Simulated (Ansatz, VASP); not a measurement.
Two plane-wave programs on GaGe

```
Ge Ga
1.0
     0.00000    2.87839    2.87839
     2.87839    0.00000    2.87839
     2.87839    2.87839    0.00000
Ge Ga
1 1
Direct
  0.00000 0.00000 0.00000
  0.25000 0.25000 0.25000
```

Alike in both runs: task single point; functional r2SCAN; k mesh 8 × 8 × 8; occupations fermi-dirac, width 0.05 eV; no spin polarisation.

|  | VASP | Ansatz |
| --- | --- | --- |
| version | VASP 6.6.1 | Ansatz 0.2.0 |
| potentials or method | VASP PAW PBE potentials, release 64 (Ge_d, Ga_d) | Ansatz PAW |
| plane-wave cutoff (eV) | 520 | 500 |
| valence electrons in the cell | 27 | 27 |

|  | VASP | Ansatz | Ansatz less VASP |
| --- | --- | --- | --- |
| gap on the k mesh at the Fermi level (eV) | none | none | - |
| pressure (GPa) | -1.1 | -1.1 | -0.02 |

VASP's potentials were made for PBE, not for r2SCAN. A gap of «none» marks a metal or a gap that the smearing closes. With one functional, cell and mesh, what is left measures potentials, basis and numerics.
